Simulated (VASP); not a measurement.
The system is GeW (CsCl type).

```
W Ge
1.0
     3.02689    0.00000    0.00000
     0.00000    3.02689    0.00000
     0.00000    0.00000    3.02689
W Ge
1 1
Direct
  0.00000 0.00000 0.00000
  0.50000 0.50000 0.50000
```

| Quantity | Value |
| --- | --- |
| Program | VASP 6.6.1 |
| Task | relaxation of cell and atoms |
| Functional | PBE |
| Potentials or basis | VASP PAW PBE potentials, release 64 (W_sv, Ge_d) |
| Cutoff | 600 eV |
| k mesh | 14 × 14 × 14 |
| Occupations | fermi-dirac, width 0.05 eV |
| Spin | no spin polarisation |

At the start: pressure 28.0 GPa; volume 13.87 Å³/atom.

**Question.** How do energy, volume and symmetry change on relaxing?

**Answer.** Over 19 steps the energy falls by 124.0 meV/atom and the volume is 15.43 Å³/atom (+11.3 %); space group Pm-3m (No. 221, to 0.1 Å) before and after.

Step by step:
```
step  energy change (eV)  largest force (eV/Å)  pressure (GPa)  volume (Å³)
   1              0.0000                0.0000           28.01        27.73
   2              0.5876                0.0000          -27.77        38.65
   3             -0.2468                0.0000           -1.62        31.10
   4             -0.2480                0.0000           -0.23        30.89
   5             -0.2480                0.0000            0.24        30.83
   6             -0.2480                0.0000            0.22        30.83
   7             -0.2480                0.0000            0.21        30.83
   8             -0.2480                0.0000            0.20        30.83
   9             -0.2480                0.0000            0.20        30.83
  10             -0.2480                0.0000            0.20        30.83
  11             -0.2480                0.0000            0.21        30.83
  12             -0.2480                0.0000            0.21        30.83
  13             -0.2480                0.0000            0.19        30.83
  14             -0.2480                0.0000            0.16        30.83
  15             -0.2480                0.0000            0.17        30.84
  16             -0.2481                0.0000            0.12        30.84
  17             -0.2481                0.0000            0.05        30.85
  18             -0.2481                0.0000           -0.09        30.87
  19             -0.2481                0.0000            0.00        30.86
```

Final structure:
```cif
data_structure
_symmetry_space_group_name_H-M 'P 1'
_symmetry_Int_Tables_number 1
_cell_length_a 3.1366
_cell_length_b 3.1366
_cell_length_c 3.1366
_cell_angle_alpha 90.000
_cell_angle_beta 90.000
_cell_angle_gamma 90.000
_cell_volume 30.86
loop_
_atom_site_label
_atom_site_type_symbol
_atom_site_fract_x
_atom_site_fract_y
_atom_site_fract_z
_atom_site_occupancy
W1 W 0.00000 0.00000 0.00000 1
Ge1 Ge 0.50000 0.50000 0.50000 1
```
